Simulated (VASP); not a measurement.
# BiTe (Fm-3m) in VASP: settings compared

Aim: see how the results for BiTe move with the level of theory and the settings. Levels: PBEsol, LDA. Tasks: single point.

Program: VASP 6.6.1. These are calculated values, not measurements. Logs are shortened: lines on timing, memory, paths and dates and some standing lists are left out, and cuts for length are marked.

### Step 1. The cell of the first run

The structure is cubic, space group Fm-3m (No. 225). Conventional cell: a = 6.338 Å, b = 6.338 Å, c = 6.338 Å, α = 90.00°, β = 90.00°, γ = 90.00°. Within 4.2 Å of Bi (site symmetry m-3m) lie 6 Te at 3.17 Å. Within 4.2 Å of Te (site symmetry m-3m) lie 6 Bi at 3.17 Å.

### Step 2. Single point, PBEsol (volume scaled by 0.94)

The input, INCAR:

```
  ALGO = Normal
  EDIFF = 1E-6
  ENCUT = 520
  GGA = PS
  ISIF = 2
  ISMEAR = -1
  LASPH = T
  LCHARG = F
  LREAL = F
  LWAVE = F
  NBANDS = 18
  NELM = 100
  PREC = Accurate
  SIGMA = 0.05
```

The input, KPOINTS:

```
k-points
0
Gamma
  7 7 7
```

The input, POSCAR:

```
BiTe
1.0
    0.0000000000      3.1689610617      3.1689610617
    3.1689610617      0.0000000000      3.1689610617
    3.1689610617      3.1689610617      0.0000000000
Bi Te
1 1
Direct
    0.0000000000      0.0000000000      0.0000000000
    0.5000000000      0.5000000000      0.5000000000
```

Potentials or basis: VASP PAW PBE potentials, release 64 (Bi_d, Te).

Command:

```
$ cat potpaw_PBE.64/Bi_d/POTCAR potpaw_PBE.64/Te/POTCAR > POTCAR
$ mpirun -np 1 vasp_std > vasp.out
```

OUTCAR:

```text
EDIFF = 1E-6
   ENCUT = 520
   GGA = PS
   ISIF = 2
   ISMEAR = -1
   LASPH = T
   LREAL = F
   NELM = 100
   PREC = Accurate

 ion  position               nearest neighbor table
   1  0.000  0.000  0.000-   2 3.17   2 3.17   2 3.17   2 3.17   2 3.17   2 3.17
   2  0.500  0.500  0.500-   1 3.17   1 3.17   1 3.17   1 3.17   1 3.17   1 3.17

  LATTYP: Found a face centered cubic cell.
 ALAT       =     6.3379221234

  Lattice vectors:

 A1 = (   0.0000000000,   3.1689610617,   3.1689610617)
 A2 = (   3.1689610617,   0.0000000000,   3.1689610617)
 A3 = (   3.1689610617,   3.1689610617,   0.0000000000)

Analysis of symmetry for initial positions (statically):
=====================================================================
 Subroutine PRICEL returns:
 Original cell was already a primitive cell.

 Routine SETGRP: Setting up the symmetry group for a
 face centered cubic supercell.

 Subroutine GETGRP returns: Found 48 space group operations
 (whereof 48 operations were pure point group operations)
 out of a pool of 48 trial point group operations.

The static configuration has the point symmetry O_h .

Analysis of symmetry for dynamics (positions and initial velocities):
=====================================================================
 Subroutine PRICEL returns:
 Original cell was already a primitive cell.

 Routine SETGRP: Setting up the symmetry group for a
 face centered cubic supercell.

 Subroutine GETGRP returns: Found 48 space group operations
 (whereof 48 operations were pure point group operations)
 out of a pool of 48 trial point group operations.

The dynamic configuration has the point symmetry O_h .

 Subroutine INISYM returns: Found 48 space group operations
 (whereof 48 operations are pure point group operations),
 and found     1 'primitive' translations

----------------------------------------------------------------------------------------

                                     Primitive cell

  volume of cell :      63.6474

  direct lattice vectors                    reciprocal lattice vectors
     0.000000000  3.168961062  3.168961062    -0.157780418  0.157780418  0.157780418
     3.168961062  0.000000000  3.168961062     0.157780418 -0.157780418  0.157780418
     3.168961062  3.168961062  0.000000000     0.157780418  0.157780418 -0.157780418

  length of vectors
     4.481587712  4.481587712  4.481587712     0.273283700  0.273283700  0.273283700

  position of ions in fractional coordinates (direct lattice)
     0.000000000  0.000000000  0.000000000
     0.500000000  0.500000000  0.500000000

  ion indices of the primitive-cell ions
   primitive index   ion index
                 1           1
                 2           2

----------------------------------------------------------------------------------------

 KPOINTS: k-points

Automatic generation of k-mesh.
 Grid dimensions read from file:
 generate k-points for:    7    7    7

 Generating k-lattice:

  Cartesian coordinates                     Fractional coordinates (reciprocal lattice)
    -0.022540060  0.022540060  0.022540060     0.142857143  0.000000000  0.000000000
     0.022540060 -0.022540060  0.022540060     0.000000000  0.142857143  0.000000000
     0.022540060  0.022540060 -0.022540060     0.000000000  0.000000000  0.142857143

  Length of vectors
     0.039040529  0.039040529  0.039040529

  Shift w.r.t. Gamma in fractional coordinates (k-lattice)
     0.000000000  0.000000000  0.000000000

 Subroutine IBZKPT returns following result:
 ===========================================

 Found     20 irreducible k-points:

 Following reciprocal coordinates:
            Coordinates               Weight
  0.000000  0.000000  0.000000      1.000000
  0.142857  0.000000  0.000000      8.000000
  0.285714  0.000000  0.000000      8.000000
  0.428571  0.000000  0.000000      8.000000
  0.142857  0.142857  0.000000      6.000000
  0.285714  0.142857  0.000000     24.000000
[... 12 lines left out ...]
 -0.428571  0.428571  0.142857     24.000000
 -0.285714  0.428571  0.142857     24.000000
   k-points           NKPTS =     20   k-points in BZ     NKDIM =     20   number of bands    NBANDS=     18
   number of dos      NEDOS =    301   number of ions     NIONS =      2
   total plane-waves  NPLWV =  46656
   dimension x,y,z NGX =    36 NGY =   36 NGZ =   36
   dimension x,y,z NGXF=    72 NGYF=   72 NGZF=   72
   ions per type =               1   1
   NGX,Y,Z   is equivalent  to a cutoff of  13.35, 13.35, 13.35 a.u.
   NGXF,Y,Z  is equivalent  to a cutoff of  26.71, 26.71, 26.71 a.u.
 SYSTEM =  unknown system
   PREC   = accura    normal or accurate (medium, high low for compatibility)
   ISTART =      0    job   : 0-new  1-cont  2-samecut
   ICHARG =      2    charge: 1-file 2-atom 10-const
   ISPIN  =      1    spin polarized calculation?
   LNONCOLLINEAR =      F non collinear calculations
   LSORBIT =      F    spin-orbit coupling
   LASPH  =      T    aspherical Exc in radial PAW
   ENCUT  =  520.0 eV  38.22 Ry    6.18 a.u.   8.33  8.33  8.33*2*pi/ulx,y,z
   NELM   =    100;   NELMIN=  2; NELMDL= -5     # of ELM steps
   EDIFF  = 0.1E-05   stopping-criterion for ELM
   LREAL  =      F    real-space projection
   EDIFFG = 0.1E-04   stopping-criterion for IOM
   NSW    =      0    number of steps for IOM
   IBRION =     -1    ionic relax: 0-MD 1-quasi-New 2-CG
   NFREE  =      0    steps in history (QN), initial steepest desc. (CG)
   ISIF   =      2    stress and relaxation
   ISYM   =      2    0-nonsym 1-usesym 2-fastsym
   POTIM  = 0.5000    time-step for ionic-motion
   TEBEG  =    0.0;   TEEND  =   0.0 temperature during run
   PSTRESS=    0.0 pullay stress
   NELECT =      21.0000    total number of electrons
   NUPDOWN=      -1.0000    fix difference up-down
   EMIN   =  10.00;   EMAX   =-10.00  energy-range for DOS
   EFERMI =   0.00;   METHOD = LEGACY
   ISMEAR =    -1;   SIGMA  =   0.05  broadening in eV -4-tet -1-fermi 0-gaus
   EFERMI_NEDOS =   21; number of points for ismear=-14 and -15
   IALGO  =     38    algorithm
   IMIX   =      4    mixing-type and parameters
     AMIX     =   0.40;   BMIX     =  1.00
     AMIX_MAG =   1.60;   BMIX_MAG =  1.00
  volume/ion in A,a.u.               =      31.82       214.76
  Fermi-wavevector in a.u.,A,eV,Ry     =   1.131239  2.137732 17.411398  1.279702
  Thomas-Fermi vector in A             =   2.267937
   LORBIT       =      0    0 simple, 1 ext, 2 COOP (PROOUT), +10 PAW based schemes
   GGA     = PS    functional components
   LHFCALC =     F    Hartree Fock is set to
   AEXX    =    0.0000 exact exchange contribution
   IVDW    =     0    specifies the selected vdW correction
   LEPSILON=     F    determine dielectric tensor
   LRPA    =     F    only Hartree local field effects (RPA)
 non-spin polarized calculation
  energy-cutoff  :      520.00
  volume of cell :       63.65
 maximum number of plane-waves:      1735
 NGX is ok and might be reduce to    36
   NGX = 17   NGY = 17   NGZ = 17

 number of electron      21.0000001 magnetization

 Free energy of the ion-electron system (eV)
  ---------------------------------------------------
  ext. energy  EPLUGINS =         0.00000000
  ---------------------------------------------------
  free energy    TOTEN  =        -7.95843963 eV

  energy without entropy =       -7.93660835  energy(sigma->0) =       -7.94752399

 E-fermi :   7.3064     XC(G=0):  -9.8677

 val. band max:        7.3021248358   @ k =   0.2857   0.1429   0.0000
 cond. band min:       7.3114099777   @ k =  -0.4286   0.1429   0.0000
 fundamental gap:      0.0092851419
 Fermi energy:         7.3064261897

 k-point     1 :       0.0000    0.0000    0.0000
  band No.  band energies     occupation
      1     -15.8302      2.00000
      2     -15.8302      2.00000
      3     -15.8221      2.00000
      4     -15.8221      2.00000
      5     -15.8221      2.00000
      6      -6.7171      2.00000
[... 10 lines left out ...]
     17      13.5312      0.00000
     18      13.5608      0.00000

 k-point     2 :       0.1429    0.0000    0.0000
  band No.  band energies     occupation
      1     -15.8312      2.00000
      2     -15.8312      2.00000
      3     -15.8217      2.00000
      4     -15.8206      2.00000
      5     -15.8206      2.00000
      6      -6.5195      2.00000
[... 10 lines left out ...]
     17      14.7421      0.00000
     18      14.9666      0.00000

 k-point     3 :       0.2857    0.0000    0.0000
  band No.  band energies     occupation
      1     -15.8339      2.00000
      2     -15.8339      2.00000
      3     -15.8207      2.00000
      4     -15.8168      2.00000
      5     -15.8168      2.00000
      6      -5.9367      2.00000
[... 10 lines left out ...]
     17      16.8093      0.00000
     18      17.2589      0.00000

 k-point     4 :       0.4286    0.0000    0.0000
  band No.  band energies     occupation
      1     -15.8362      2.00000
      2     -15.8362      2.00000
      3     -15.8200      2.00000
      4     -15.8135      2.00000
      5     -15.8135      2.00000
      6      -5.0116      2.00000
[... 291 lines left out ...]
      4     -15.8151      2.00000
      5     -15.8112      2.00000
      6      -4.6677      2.00000
[... 10 lines left out ...]
     17      16.5168      0.00000
     18      17.9223      0.00000

 k-point    19 :      -0.4286    0.4286    0.1429
  band No.  band energies     occupation
      1     -15.8461      2.00000
      2     -15.8277      2.00000
      3     -15.8233      2.00000
      4     -15.8119      2.00000
      5     -15.8088      2.00000
      6      -4.6537      2.00000
[... 10 lines left out ...]
     17      17.2697      0.00000
     18      17.8239      0.00000

 k-point    20 :      -0.2857    0.4286    0.1429
  band No.  band energies     occupation
      1     -15.8437      2.00000
      2     -15.8303      2.00000
      3     -15.8193      2.00000
      4     -15.8155      2.00000
      5     -15.8088      2.00000
      6      -4.2051      2.00000
[... 10 lines left out ...]
     17      16.8786      0.00000
     18      17.8271      0.00000

------------------------ aborting loop because EDIFF is reached ----------------------------------------

  FORCE on cell =-STRESS in cart. coord.  units (eV):
  Direction    XX          YY          ZZ          XY          YZ          ZX
  --------------------------------------------------------------------------------------
  -------------------------------------------------------------------------------------
  Total        0.6873310      0.6873310      0.6873310     -0.0000000      0.0000000      0.0000000
  in kB       17.3019796     17.3019796     17.3019796     -0.0000000      0.0000000      0.0000000
  external PRESSURE =      17.3019796 kB  Pullay stress =       0.0000000 kB

 VOLUME and BASIS-vectors are now :
 -----------------------------------------------------------------------------
  energy-cutoff  :      520.00
  volume of cell :       63.65
      direct lattice vectors                 reciprocal lattice vectors
     0.000000000  3.168961062  3.168961062    -0.157780418  0.157780418  0.157780418
     3.168961062  0.000000000  3.168961062     0.157780418 -0.157780418  0.157780418
     3.168961062  3.168961062  0.000000000     0.157780418  0.157780418 -0.157780418

 POSITION                                       TOTAL-FORCE (eV/Angst)
 -----------------------------------------------------------------------------------
      0.00000      0.00000      0.00000        -0.000000      0.000000      0.000000
      3.16896      3.16896      3.16896         0.000000     -0.000000     -0.000000
 -----------------------------------------------------------------------------------
    total drift:                               -0.000000      0.000000      0.000000

  FREE ENERGIE OF THE ION-ELECTRON SYSTEM (eV)
  ---------------------------------------------------
  free  energy   TOTEN  =        -7.9584396258 eV

  energy  without entropy=       -7.9366083493  energy(sigma->0) =       -7.94752399
```

It took 37 s on 1 thread of Intel Xeon 8259CL, shared host; peak memory 0.21 GiB.

What came out:

* Free energy: -7.9584 eV
* Pressure: 1.7 GPa

Levels at points of the mesh, in eV from the Fermi level:
```tsv
k point	band 6	band 7	band 8	band 9	band 10	band 11	band 12	band 13	band 14	band 15
(0.00, 0.00, 0.00)	-14.02	-7.94	-2.74	-2.74	-2.74	2.24	2.24	2.24	4.50	4.50
```

Caveat: the PAW data sets were made with another functional, which shifts forces and pressure a little; spin-orbit coupling is left out, which moves the levels of the heavy elements.

### Step 3. Single point, LDA (volume scaled by 0.96)

The input, INCAR:

```
SYSTEM = BiTe
  PREC = Accurate
  ENCUT = 520
  EDIFF = 1E-6
  ISMEAR = -1
  SIGMA = 0.05
  LREAL = .FALSE.
  LASPH = .TRUE.
  NELM = 60
  ALGO = Normal
  ISIF = 2
  LWAVE = .FALSE.
  LCHARG = .FALSE.
  GGA = CA
  NBANDS = 18
```

The input, KPOINTS:

```
regular mesh
0
G
  7 7 7
  0 0 0
```

The input, POSCAR:

```
BiTe
1.0
    0.0000000000      3.1912784242      3.1912784242
    3.1912784242      0.0000000000      3.1912784242
    3.1912784242      3.1912784242      0.0000000000
Bi Te
1 1
Direct
    0.0000000000      0.0000000000      0.0000000000
    0.5000000000      0.5000000000      0.5000000000
```

Potentials or basis: VASP PAW LDA potentials, release 64 (Bi_d, Te).

Command:

```
$ cat potpaw_LDA.64/Bi_d/POTCAR potpaw_LDA.64/Te/POTCAR > POTCAR
$ mpirun -np 1 vasp_std > vasp.out
```

OUTCAR:

```text
SYSTEM = BiTe
   PREC = Accurate
   ENCUT = 520
   EDIFF = 1E-6
   ISMEAR = -1
   LREAL = .FALSE.
   LASPH = .TRUE.
   NELM = 60
   ISIF = 2
   GGA = CA

 ion  position               nearest neighbor table
   1  0.000  0.000  0.000-   2 3.19   2 3.19   2 3.19   2 3.19   2 3.19   2 3.19
   2  0.500  0.500  0.500-   1 3.19   1 3.19   1 3.19   1 3.19   1 3.19   1 3.19

  LATTYP: Found a face centered cubic cell.
 ALAT       =     6.3825568484

  Lattice vectors:

 A1 = (   0.0000000000,   3.1912784242,   3.1912784242)
 A2 = (   3.1912784242,   0.0000000000,   3.1912784242)
 A3 = (   3.1912784242,   3.1912784242,   0.0000000000)

Analysis of symmetry for initial positions (statically):
=====================================================================
 Subroutine PRICEL returns:
 Original cell was already a primitive cell.

 Routine SETGRP: Setting up the symmetry group for a
 face centered cubic supercell.

 Subroutine GETGRP returns: Found 48 space group operations
 (whereof 48 operations were pure point group operations)
 out of a pool of 48 trial point group operations.
[... 154 lines left out ...]
  free energy    TOTEN  =        -8.49944555 eV

  energy without entropy =       -8.47758465  energy(sigma->0) =       -8.48851510

 E-fermi :   6.9751     XC(G=0):  -9.8531

 val. band max:        6.9720885684   @ k =   0.1429   0.1429   0.0000
 cond. band min:       6.9751346522   @ k =  -0.4286   0.1429   0.0000
 fundamental gap:      0.0030460838
 Fermi energy:         6.9750878915

 k-point     1 :       0.0000    0.0000    0.0000
  band No.  band energies     occupation
      1     -16.1482      2.00000
      2     -16.1482      2.00000
      3     -16.1388      2.00000
      4     -16.1388      2.00000
      5     -16.1388      2.00000
      6      -6.8730      2.00000
[... 397 lines left out ...]
      5     -16.1267      2.00000
      6      -4.4653      2.00000
[... 10 lines left out ...]
     17      16.4935      0.00000
     18      17.3821      0.00000

------------------------ aborting loop because EDIFF is reached ----------------------------------------

  FORCE on cell =-STRESS in cart. coord.  units (eV):
  Direction    XX          YY          ZZ          XY          YZ          ZX
  --------------------------------------------------------------------------------------
  -------------------------------------------------------------------------------------
  Total       -0.2519281     -0.2519281     -0.2519281      0.0000000      0.0000000      0.0000000
  in kB       -6.2095921     -6.2095921     -6.2095921      0.0000000      0.0000000      0.0000000
  external PRESSURE =      -6.2095921 kB  Pullay stress =       0.0000000 kB

 VOLUME and BASIS-vectors are now :
 -----------------------------------------------------------------------------
  energy-cutoff  :      520.00
  volume of cell :       65.00
      direct lattice vectors                 reciprocal lattice vectors
     0.000000000  3.191278424  3.191278424    -0.156677022  0.156677022  0.156677022
     3.191278424  0.000000000  3.191278424     0.156677022 -0.156677022  0.156677022
     3.191278424  3.191278424  0.000000000     0.156677022  0.156677022 -0.156677022

 POSITION                                       TOTAL-FORCE (eV/Angst)
 -----------------------------------------------------------------------------------
      0.00000      0.00000      0.00000         0.000000      0.000000      0.000000
      3.19128      3.19128      3.19128        -0.000000     -0.000000     -0.000000
 -----------------------------------------------------------------------------------
    total drift:                               -0.000000      0.000000      0.000000

  FREE ENERGIE OF THE ION-ELECTRON SYSTEM (eV)
  ---------------------------------------------------
  free  energy   TOTEN  =        -8.4994455542 eV

  energy  without entropy=       -8.4775846543  energy(sigma->0) =       -8.48851510
```

Run time: 34 s. Hardware: 1 thread of Intel Xeon 8259CL, shared host; peak memory 0.18 GiB.

What came out:

| Quantity | Value |
| --- | --- |
| Free energy | -8.4994 eV |
| Pressure | -0.6 GPa |

Levels at points of the mesh, in eV from the Fermi level:
| k point | band 8 | band 9 | band 10 | band 11 | band 12 | band 13 |
| --- | --- | --- | --- | --- | --- | --- |
| (0.00, 0.00, 0.00) | -2.66 | -2.66 | -2.66 | 2.18 | 2.18 | 2.18 |

Caveat: spin-orbit coupling is left out, which moves the levels of the heavy elements.

[end of part 1 of 2]
